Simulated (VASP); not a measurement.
# Au (P1) in VASP: notebook

The runs below take Au through single point, with LDA.

Everything below comes from runs of VASP 6.6.1. Logs are shortened: lines on timing, memory, paths and dates and some standing lists are left out, and cuts for length are marked.

## Step 1: The cell of the first run

The typed cell holds 4 atoms: a = 5.756 Å, b = 5.756 Å, c = 2.878 Å, α = 60.00°, β = 60.00°, γ = 60.00°.

## Step 2: Single point, LDA

INCAR

```
SYSTEM = Au
PREC = Accurate ; ENCUT = 520
EDIFF = 1E-6 ; ISMEAR = -1
SIGMA = 0.08 ; LREAL = .FALSE.
LASPH = .TRUE. ; NELM = 60
ALGO = Normal ; ISIF = 2
LWAVE = .FALSE. ; LCHARG = .FALSE.
GGA = CA ; NBANDS = 30
```

KPOINTS

```
regular mesh
0
G
  4 4 8
  0 0 0
```

POSCAR

```
Au
1.0
    0.0000000000      4.0700000000      4.0700000000
    4.0700000000      0.0000000000      4.0700000000
    2.0350000000      2.0350000000      0.0000000000
Au
4
Direct
    0.0000562654     -0.0156022113      0.0526029484
    0.0362331695      0.4971319410     -0.0734054054
    0.4963004914     -0.0059049140      0.0123562654
    0.5106265356      0.4982373464      0.0213213759
```

Potentials or basis: VASP PAW LDA potentials, release 64 (Au).

Run with:

```bash
$ cat potpaw_LDA.64/Au/POTCAR > POTCAR
$ mpirun -np 1 vasp_std > vasp.out
```

OUTCAR:

```text
SYSTEM = Au
   PREC = Accurate
   ENCUT = 520
   EDIFF = 1E-6
   ISMEAR = -1
   LREAL = .FALSE.
   LASPH = .TRUE.
   NELM = 60
   ISIF = 2
   GGA = CA

 ion  position               nearest neighbor table
   1  0.000  0.984  0.053-   2 2.67   3 2.83   3 2.83   4 2.87   4 2.89   2 2.89   2 2.90   3 2.93
                             3 2.93   2 3.10
   2  0.036  0.497  0.927-   1 2.67   4 2.67   3 2.78   4 2.88   1 2.89   4 2.90   1 2.90   3 2.99
                             4 3.09   1 3.10
   3  0.496  0.994  0.012-   2 2.78   4 2.80   1 2.83   1 2.83   4 2.88   4 2.88   1 2.93   1 2.93
                             4 2.96   2 2.99
   4  0.511  0.498  0.021-   2 2.67   3 2.80   1 2.87   3 2.88   2 2.88   3 2.88   1 2.89   2 2.90
                             3 2.96   2 3.09

  LATTYP: Found a base centered orthorhombic cell.
 ALAT       =     5.7558491989
 B/A-ratio  =     1.4142135624
 C/A-ratio  =     0.5000000000

  Lattice vectors:

 A1 = (  -2.0350000000,   2.0350000000,  -4.0700000000)
 A2 = (  -2.0350000000,   2.0350000000,   4.0700000000)
 A3 = (   2.0350000000,   2.0350000000,   0.0000000000)

Analysis of symmetry for initial positions (statically):
=====================================================================
 Subroutine PRICEL returns:
 Original cell was already a primitive cell.

 Routine SETGRP: Setting up the symmetry group for a
 base centered orthorhombic supercell.

 Subroutine GETGRP returns: Found  1 space group operations
 (whereof  1 operations were pure point group operations)
 out of a pool of  8 trial point group operations.

The static configuration has the point symmetry C_1 .

Analysis of symmetry for dynamics (positions and initial velocities):
=====================================================================
 Subroutine PRICEL returns:
 Original cell was already a primitive cell.

 Routine SETGRP: Setting up the symmetry group for a
 base centered orthorhombic supercell.

 Subroutine GETGRP returns: Found  1 space group operations
 (whereof  1 operations were pure point group operations)
 out of a pool of  8 trial point group operations.

The dynamic configuration has the point symmetry C_1 .

 Subroutine INISYM returns: Found  1 space group operations
 (whereof  1 operations are pure point group operations),
 and found     1 'primitive' translations

----------------------------------------------------------------------------------------

                                     Primitive cell

  volume of cell :      67.4191

  direct lattice vectors                    reciprocal lattice vectors
     0.000000000  4.070000000  4.070000000    -0.122850123  0.122850123  0.122850123
     4.070000000  0.000000000  4.070000000     0.122850123 -0.122850123  0.122850123
     2.035000000  2.035000000  0.000000000     0.245700246  0.245700246 -0.245700246

  length of vectors
     5.755849199  5.755849199  2.877924599     0.212782654  0.212782654  0.425565309

  position of ions in fractional coordinates (direct lattice)
     0.000056265  0.984397789  0.052602948
     0.036233170  0.497131941  0.926594595
     0.496300491  0.994095086  0.012356265
     0.510626536  0.498237346  0.021321376

  ion indices of the primitive-cell ions
   primitive index   ion index
                 1           1
                 2           2
                 3           3
                 4           4

----------------------------------------------------------------------------------------

 KPOINTS: regular mesh

Automatic generation of k-mesh.
 Grid dimensions read from file:
 generate k-points for:    4    4    8

 Generating k-lattice:

  Cartesian coordinates                     Fractional coordinates (reciprocal lattice)
    -0.030712531  0.030712531  0.030712531     0.250000000  0.000000000  0.000000000
     0.030712531 -0.030712531  0.030712531     0.000000000  0.250000000  0.000000000
     0.030712531  0.030712531 -0.030712531     0.000000000  0.000000000  0.125000000

  Length of vectors
     0.053195664  0.053195664  0.053195664

  Shift w.r.t. Gamma in fractional coordinates (k-lattice)
     0.000000000  0.000000000  0.000000000

 Subroutine IBZKPT returns following result:
 ===========================================

 Found     68 irreducible k-points:

 Following reciprocal coordinates:
            Coordinates               Weight
  0.000000  0.000000  0.000000      1.000000
  0.250000  0.000000  0.000000      2.000000
  0.000000 -0.250000  0.000000      2.000000
  0.500000  0.000000  0.000000      1.000000
  0.000000  0.500000  0.000000      1.000000
  0.250000  0.250000  0.000000      2.000000
[... 16 lines left out ...]
  0.500000  0.500000  0.125000      2.000000
 -0.250000 -0.250000  0.125000      2.000000
 [... further k-points ...]
   k-points           NKPTS =     68   k-points in BZ     NKDIM =     68   number of bands    NBANDS=     30
   number of dos      NEDOS =    301   number of ions     NIONS =      4
   total plane-waves  NPLWV =  55296
   dimension x,y,z NGX =    48 NGY =   48 NGZ =   24
   dimension x,y,z NGXF=    96 NGYF=   96 NGZF=   48
   ions per type =               4
   NGX,Y,Z   is equivalent  to a cutoff of  13.86, 13.86, 13.86 a.u.
   NGXF,Y,Z  is equivalent  to a cutoff of  27.73, 27.73, 27.73 a.u.
 SYSTEM =  Au
   PREC   = accura    normal or accurate (medium, high low for compatibility)
   ISTART =      0    job   : 0-new  1-cont  2-samecut
   ICHARG =      2    charge: 1-file 2-atom 10-const
   ISPIN  =      1    spin polarized calculation?
   LNONCOLLINEAR =      F non collinear calculations
   LSORBIT =      F    spin-orbit coupling
   LASPH  =      T    aspherical Exc in radial PAW
   ENCUT  =  520.0 eV  38.22 Ry    6.18 a.u.  10.70 10.70  5.35*2*pi/ulx,y,z
   NELM   =     60;   NELMIN=  2; NELMDL= -5     # of ELM steps
   EDIFF  = 0.1E-05   stopping-criterion for ELM
   LREAL  =      F    real-space projection
   EDIFFG = 0.1E-04   stopping-criterion for IOM
   NSW    =      0    number of steps for IOM
   IBRION =     -1    ionic relax: 0-MD 1-quasi-New 2-CG
   NFREE  =      0    steps in history (QN), initial steepest desc. (CG)
   ISIF   =      2    stress and relaxation
   ISYM   =      2    0-nonsym 1-usesym 2-fastsym
   POTIM  = 0.5000    time-step for ionic-motion
   TEBEG  =    0.0;   TEEND  =   0.0 temperature during run
   PSTRESS=    0.0 pullay stress
   NELECT =      44.0000    total number of electrons
   NUPDOWN=      -1.0000    fix difference up-down
   EMIN   =  10.00;   EMAX   =-10.00  energy-range for DOS
   EFERMI =   0.00;   METHOD = LEGACY
   ISMEAR =    -1;   SIGMA  =   0.08  broadening in eV -4-tet -1-fermi 0-gaus
   EFERMI_NEDOS =   21; number of points for ismear=-14 and -15
   IALGO  =     38    algorithm
   IMIX   =      4    mixing-type and parameters
     AMIX     =   0.40;   BMIX     =  1.00
     AMIX_MAG =   1.60;   BMIX_MAG =  1.00
  volume/ion in A,a.u.               =      16.85       113.74
  Fermi-wavevector in a.u.,A,eV,Ry     =   1.420032  2.683470 27.436005  2.016489
  Thomas-Fermi vector in A             =   2.540990
   LORBIT       =      0    0 simple, 1 ext, 2 COOP (PROOUT), +10 PAW based schemes
   GGA     = CA    functional components
   LHFCALC =     F    Hartree Fock is set to
   AEXX    =    0.0000 exact exchange contribution
   IVDW    =     0    specifies the selected vdW correction
   LEPSILON=     F    determine dielectric tensor
   LRPA    =     F    only Hartree local field effects (RPA)
 non-spin polarized calculation
  energy-cutoff  :      520.00
  volume of cell :       67.42
 maximum number of plane-waves:      1848
 NGX is ok and might be reduce to    48
   NGX = 21   NGY = 21   NGZ = 11

 number of electron      44.0000002 magnetization

 Free energy of the ion-electron system (eV)
  ---------------------------------------------------
  ext. energy  EPLUGINS =         0.00000000
  ---------------------------------------------------
  free energy    TOTEN  =       -17.44825060 eV

  energy without entropy =      -17.39972624  energy(sigma->0) =      -17.42398842

 E-fermi :   9.4536     XC(G=0): -13.0360

 val. band max:        9.4269088640   @ k =   0.5000   0.5000   0.5000
 cond. band min:       9.4992521329   @ k =  -0.2500   0.5000   0.5000
 fundamental gap:      0.0723432689
 Fermi energy:         9.4535870426

 k-point     1 :       0.0000    0.0000    0.0000
  band No.  band energies     occupation
      1      -0.5707      2.00000
      2       2.0111      2.00000
      3       2.0140      2.00000
      4       2.2640      2.00000
      5       2.5892      2.00000
      6       4.4934      2.00000
[... 22 lines left out ...]
     29      19.6638      0.00000
     30      23.6292      0.00000

 k-point     2 :       0.2500    0.0000    0.0000
  band No.  band energies     occupation
      1      -0.0372      2.00000
      2       1.9624      2.00000
      3       2.3903      2.00000
      4       2.5421      2.00000
      5       2.8499      2.00000
      6       4.3504      2.00000
[... 22 lines left out ...]
     29      20.6136      0.00000
     30      23.6926      0.00000

 k-point     3 :       0.0000   -0.2500    0.0000
  band No.  band energies     occupation
      1      -0.0344      2.00000
      2       1.9551      2.00000
      3       2.3248      2.00000
      4       2.5918      2.00000
      5       2.8720      2.00000
      6       4.2943      2.00000
[... 22 lines left out ...]
     29      20.6057      0.00000
     30      23.7028      0.00000

 k-point     4 :       0.5000    0.0000    0.0000
  band No.  band energies     occupation
      1       1.1159      2.00000
      2       1.3738      2.00000
      3       2.8466      2.00000
      4       2.8997      2.00000
      5       3.6139      2.00000
      6       3.9134      2.00000
[... 22 lines left out ...]
     29      21.1077      0.00000
     30      21.5826      0.00000

 k-point     5 :       0.0000    0.5000    0.0000
  band No.  band energies     occupation
      1       1.1675      2.00000
      2       1.3201      2.00000
      3       2.8108      2.00000
      4       2.9176      2.00000
      5       3.5137      2.00000
      6       3.9597      2.00000
[... 22 lines left out ...]
     29      21.0012      0.00000
     30      22.0284      0.00000
[... 526 lines left out ...]
     29      20.8481      0.00000
     30      21.9925      0.00000

 k-point    22 :      -0.2500    0.5000   -0.1250
  band No.  band energies     occupation
      1       0.7882      2.00000
      2       2.2455      2.00000
      3       2.8077      2.00000
      4       3.1061      2.00000
      5       3.2270      2.00000
      6       3.8766      2.00000
[... 22 lines left out ...]
     29      20.8237      0.00000
     30      21.8999      0.00000

 k-point    23 :       0.5000    0.5000    0.1250
  band No.  band energies     occupation
      1       1.2220      2.00000
      2       2.5774      2.00000
      3       3.0018      2.00000
      4       3.0530      2.00000
      5       3.2985      2.00000
      6       3.8892      2.00000
[... 22 lines left out ...]
     29      21.4954      0.00000
     30      22.4861      0.00000

 k-point    24 :      -0.2500   -0.2500    0.1250
  band No.  band energies     occupation
      1       1.2313      2.00000
      2       2.5812      2.00000
      3       3.0072      2.00000
      4       3.0694      2.00000
      5       3.3108      2.00000
      6       3.9711      2.00000
[... 22 lines left out ...]
     29      21.4983      0.00000
     30      22.4411      0.00000

 [... further k-points ...]
[... 5 lines left out ...]
  --------------------------------------------------------------------------------------
  -------------------------------------------------------------------------------------
  Total       -0.0148802      0.1020574      0.7686707     -0.5790342     -0.5778783     -0.2890290
  in kB       -0.3536188      2.4253365     18.2670201    -13.7604155    -13.7329462     -6.8686090
  external PRESSURE =       6.7795792 kB  Pullay stress =       0.0000000 kB

 VOLUME and BASIS-vectors are now :
 -----------------------------------------------------------------------------
  energy-cutoff  :      520.00
  volume of cell :       67.42
      direct lattice vectors                 reciprocal lattice vectors
     0.000000000  4.070000000  4.070000000    -0.122850123  0.122850123  0.122850123
     4.070000000  0.000000000  4.070000000     0.122850123 -0.122850123  0.122850123
     2.035000000  2.035000000  0.000000000     0.245700246  0.245700246 -0.245700246

 POSITION                                       TOTAL-FORCE (eV/Angst)
 -----------------------------------------------------------------------------------
      4.11355      0.10728      4.00673         0.202927     -0.817263      0.574947
      3.90895      2.03309      2.17080         0.671012      0.201767     -1.362271
      4.07111      2.04509      6.06591        -0.024396      0.335508      0.185017
      2.07121      2.12164      4.10608        -0.849543      0.279987      0.602308
 -----------------------------------------------------------------------------------
    total drift:                                0.000064      0.000012     -0.000169

  FREE ENERGIE OF THE ION-ELECTRON SYSTEM (eV)
  ---------------------------------------------------
  free  energy   TOTEN  =       -17.4482505977 eV

  energy  without entropy=      -17.3997262373  energy(sigma->0) =      -17.42398842
```

Wall time 49 s (1 thread of Intel Xeon 6975P-C (Granite Rapids), shared host); peak memory 0.24 GiB.

Results:

| Item | Value |
| --- | --- |
| Free energy | -17.4483 eV |
| Pressure | 0.7 GPa |
| Largest force | 1.532 eV/Å |
| Band gap on the k mesh | zero (band 22 reaches 12.05 eV, above the bottom of band 23 at 7.53 eV) |

Forces in eV/Å, atoms in the order of the input:
```
Au   0.203 -0.817  0.575
Au   0.671  0.202 -1.362
Au  -0.024  0.336  0.185
Au  -0.850  0.280  0.602
```

Levels at points of the mesh, in eV from the Fermi level:
| k point | band 20 | band 21 | band 22 | band 23 | band 24 | band 25 |
| --- | --- | --- | --- | --- | --- | --- |
| (0.00, 0.00, 0.00) | -1.72 | -1.71 | -1.02 | -0.85 | 1.08 | 3.10 |
| (0.50, 0.00, 0.00) | -2.67 | -1.99 | -1.87 | 1.01 | 1.08 | 5.24 |
| (0.00, 0.50, 0.00) | -2.57 | -1.97 | -1.86 | 0.81 | 1.32 | 5.14 |
| (0.50, 0.50, 0.00) | -2.91 | -2.61 | -2.39 | -0.30 | -0.24 | 8.45 |
| (0.00, 0.00, 0.50) | -1.62 | -0.98 | -0.73 | 1.01 | 1.10 | 3.00 |
| (0.50, 0.00, 0.50) | -1.80 | 0.85 | 0.98 | 1.09 | 1.25 | 4.96 |
| (0.00, 0.50, 0.50) | -1.78 | 0.76 | 1.00 | 1.08 | 1.34 | 4.90 |
| (0.50, 0.50, 0.50) | -1.63 | -0.49 | -0.03 | 4.70 | 4.74 | 5.96 |

Caveat: spin-orbit coupling is left out, which moves the levels of the heavy elements; forces of over 1 eV/Å act on the atoms, so gaps and moduli don't describe the material at rest.

## Step 3: Single point, LDA

INCAR

```
ALGO = Normal
EDIFF = 1E-6
ENCUT = 520
GGA = CA
ISIF = 2
ISMEAR = -1
LASPH = True
LCHARG = False
LREAL = False
LWAVE = False
NBANDS = 30
NELM = 60
PREC = Accurate
SIGMA = 0.08
```

KPOINTS

```
k-points
0
Gamma
  4 4 8
```

POSCAR

```
Au
1.0
    0.0000000000      4.0700000000      4.0700000000
    4.0700000000      0.0000000000      4.0700000000
    2.0350000000      2.0350000000      0.0000000000
Au
4
Direct
    0.0000554054     -0.0155961916      0.0525928747
    0.0362291155      0.4971271499     -0.0733909091
    0.4963014742     -0.0059039312      0.0123582310
    0.5106307125      0.4982348894      0.0213149877
```

Potentials or basis: VASP PAW LDA potentials, release 64 (Au).

Run with:

```bash
$ cat potpaw_LDA.64/Au/POTCAR > POTCAR
$ mpirun -np 1 vasp_std > vasp.out
```

Wall time 48 s (1 thread of Intel Xeon 6975P-C (Granite Rapids), shared host); peak memory 0.24 GiB.

Results (log left out):

```yaml
Free_energy: -17.4484 eV
Pressure: 0.7 GPa
Largest_force: 1.531 eV/Å
Band_gap_on_the_k_mesh: zero (band 22 reaches 12.05 eV, above the bottom of band 23 at 7.53 eV)
```

Forces on the atoms (eV/Å):
```
Au   0.203 -0.817  0.575
Au   0.671  0.202 -1.362
Au  -0.024  0.336  0.185
Au  -0.849  0.280  0.602
```

Stress tensor (GPa, compression positive):
```
-0.04 -1.38 -0.69
-1.38  0.24 -1.37
-0.69 -1.37  1.82
```

Levels at points of the mesh, in eV from the Fermi level:
| k point | band 18 | band 19 | band 20 | band 21 | band 22 | band 23 | band 24 | band 25 | band 26 | band 27 |
| --- | --- | --- | --- | --- | --- | --- | --- | --- | --- | --- |
| (0.00, 0.00, 0.00) | -1.98 | -1.96 | -1.72 | -1.71 | -1.02 | -0.85 | 1.08 | 3.10 | 3.17 | 5.77 |
| (0.50, 0.00, 0.00) | -2.99 | -2.96 | -2.67 | -1.99 | -1.87 | 1.01 | 1.08 | 5.24 | 5.71 | 10.69 |
| (0.00, 0.50, 0.00) | -3.10 | -2.71 | -2.57 | -1.97 | -1.86 | 0.81 | 1.32 | 5.14 | 5.75 | 10.62 |
| (0.50, 0.50, 0.00) | -3.30 | -3.13 | -2.91 | -2.61 | -2.39 | -0.30 | -0.24 | 8.45 | 8.61 | 10.27 |
| (0.00, 0.00, 0.50) | -1.69 | -1.65 | -1.62 | -0.98 | -0.73 | 1.01 | 1.10 | 3.00 | 3.14 | 5.77 |
| (0.50, 0.00, 0.50) | -1.87 | -1.85 | -1.80 | 0.85 | 0.98 | 1.09 | 1.25 | 4.96 | 5.39 | 5.47 |
| (0.00, 0.50, 0.50) | -1.88 | -1.83 | -1.78 | 0.76 | 1.00 | 1.08 | 1.34 | 4.90 | 5.30 | 5.61 |
| (0.50, 0.50, 0.50) | -2.68 | -1.64 | -1.63 | -0.49 | -0.03 | 4.70 | 4.74 | 5.96 | 6.05 | 6.51 |

Caveat: spin-orbit coupling is left out, which moves the levels of the heavy elements; forces of over 1 eV/Å act on the atoms, so gaps and moduli don't describe the material at rest.
